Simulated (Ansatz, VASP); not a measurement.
# One calculation of MgO, two programs

```
Mg O
1.0
     0.00000   -2.12692   -2.12692
     0.00000    2.12692   -2.12692
     4.25385    0.00000    0.00000
Mg O
2 2
Direct
  0.50000 0.50000 0.52645
  0.00000 0.00000 0.97355
  0.50000 0.50000 0.99635
  0.00000 0.00000 0.50365
```

Change from the starting cell: mode 9 (400.1 1/cm) frozen in, largest displacement +0.113 Å.

Alike in both runs: task single point; functional PBE; k mesh 8 × 8 × 6; occupations gaussian, width 0.05 eV; no spin polarisation.

```csv
,VASP,Ansatz
version,VASP 6.6.1,Ansatz 0.2.0
potentials or method,"VASP PAW PBE potentials, release 64 (Mg, O), cutoff 520 eV","scalar-relativistic, plane waves, PAW"
valence electrons in the cell,16,32
```

|  | VASP | Ansatz | Ansatz less VASP |
| --- | --- | --- | --- |
| gap on the k mesh at the Fermi level (eV) | 4.46 | 4.48 | +0.017 |
| least direct gap on the mesh (eV) | 4.46 | 4.48 | +0.017 |
| pressure (GPa) | 1.5 | 2.2 | +0.71 |
| traceless stress, the component that is largest in VASP (GPa) | 2.92 | 2.89 | -0.038 |
| rms of the force components (eV/Å) | 0.700 | 0.695 | -0.0056 |

Atom by atom the forces differ by 0.006 eV/Å (rms over components). The functional is the same, so the differences come from potentials, cutoffs and numerics. VASP's potentials hold 16 valence electrons a cell and Ansatz's 32, so a difference there can come from the potentials and not from the codes.
